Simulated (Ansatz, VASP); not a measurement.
**Two plane-wave programs on Ge2Sb2Se**

```xyz
5
Lattice="3.9933 0.0000 0.0000 -1.9967 3.4583 0.0000 0.0000 0.0000 8.9599" Properties=species:S:1:pos:R:3 pbc="T T T"
Ge    0.0000    2.3055    1.6729
Ge    1.9967    1.1528    7.2870
Sb    0.0000    2.3055    5.5132
Sb    1.9967    1.1528    3.4468
Se    0.0000    0.0000    0.0000
```

Change from the starting cell: species swapped into the YbZn2As2 type (P-3m1, No. 164).

Alike in both runs: functional PBE; k mesh 6 × 6 × 2; occupations gaussian, width 0.1 eV; no spin polarisation.

Ansatz relaxed the structure, and its values are those at the end. VASP's run is a single point on that final structure, the one shown.

|  | VASP | Ansatz |
| --- | --- | --- |
| version | VASP 6.6.1 | Ansatz 0.2.0 |
| potentials or method | VASP PAW PBE potentials, release 64 (Ge_d, Sb, Se), cutoff 520 eV | scalar-relativistic, plane waves, PAW |
| valence electrons in the cell | 44 | 74 |

|  | VASP | Ansatz | Ansatz less VASP |
| --- | --- | --- | --- |
| gap on the k mesh at the Fermi level (eV) | none | none | - |
| pressure (GPa) | 0.1 | 0.1 | +0.02 |
| rms of the force components (eV/Å) | 0.005 | 0.004 | -0.0009 |

A gap of «none» marks a metal or a gap that the smearing closes. VASP's potentials hold 44 valence electrons a cell and Ansatz's 74, so a difference there can come from the potentials and not from the codes.

Spin-orbit coupling is off throughout.
